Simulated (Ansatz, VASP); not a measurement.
# Se: VASP beside Ansatz

The input INCAR:

```
ALGO     = Normal         # electronic algorithm
EDIFF    = 1E-7           # SCF threshold, eV
ENCUT    = 520            # plane-wave cutoff, eV
GGA      = RE             # functional
ISIF     = 2              # what is computed and relaxed
ISMEAR   = -1             # smearing method
LASPH    = True           # aspherical terms in the spheres
LCHARG   = True           # write CHGCAR
LELF     = True           # ELF
LREAL    = False          # projectors in reciprocal space
LVHAR    = True         
LWAVE    = False          # write WAVECAR
NBANDS   = 16             # bands
NELM     = 80             # most SCF steps
PREC     = Accurate       # precision mode
SIGMA    = 0.1            # smearing width, eV
```

File KPOINTS:

```
k-points
0
Gamma
  9 9 10
```

POSCAR

```
Se
1.0
    4.5102393497      0.0000000000      0.0000000000
   -2.2551196749      3.9059818540      0.0000000000
    0.0000000000      0.0000000000      3.2758558851
Se
3
Direct
    0.0000000000      0.0000000000      0.0000000000
    0.3333333333      0.6666666667      0.5000000000
    0.6666666667      0.3333333333      0.5000000000
```

Input for Ansatz:

```yaml
crystal:
  lattice:
    - [4.5102393497, 0.0, 0.0]
    - [-2.2551196749, 3.905981854, 0.0]
    - [0.0, 0.0, 3.2758558851]
  atoms:
    - { symbol: Se, position: [0.0, 0.0, 0.0] }
    - { symbol: Se, position: [0.3333333333, 0.6666666667, 0.5] }
    - { symbol: Se, position: [0.6666666667, 0.3333333333, 0.5] }
hamiltonian:
  xc: revpbe
  pseudopotentials:
    kind: paw
    azcp:
      Se: "pseudopotentials/Se.paw.azcp"
basis:
  ecutwfc: 420
  fft_grid_basis: typed
kpoints:
  mp_grid: { grid: [9, 9, 10], shift: [0, 0, 0] }
magnetization:
  spin_polarized: false
scf:
  occupations: { method: fermi_dirac, width: 0.1 }
  lower_state_search: "off"
output:
  stress: true
```

Alike in both runs: task single point; functional revPBE; k mesh 9 × 9 × 10; occupations fermi-dirac, width 0.1 eV; no spin polarisation.

|  | VASP | Ansatz |
| --- | --- | --- |
| version | VASP 6.6.1 | Ansatz 0.2.0 |
| potentials or method | VASP PAW PBE potentials, release 64 (Se), cutoff 520 eV | plane waves (420 eV) with PAW, scalar-relativistic |
| valence electrons in the cell | 18 | 48 |

|  | VASP | Ansatz | Ansatz less VASP |
| --- | --- | --- | --- |
| pressure (GPa) | 10.5 | 10.4 | -0.02 |
| traceless stress, the component that is largest in VASP (GPa) | -3.20 | -3.19 | +0.003 |

VASP's potentials were made for PBE, not for revPBE. VASP's potentials hold 18 valence electrons a cell and Ansatz's 48, so a difference there can come from the potentials and not from the codes.
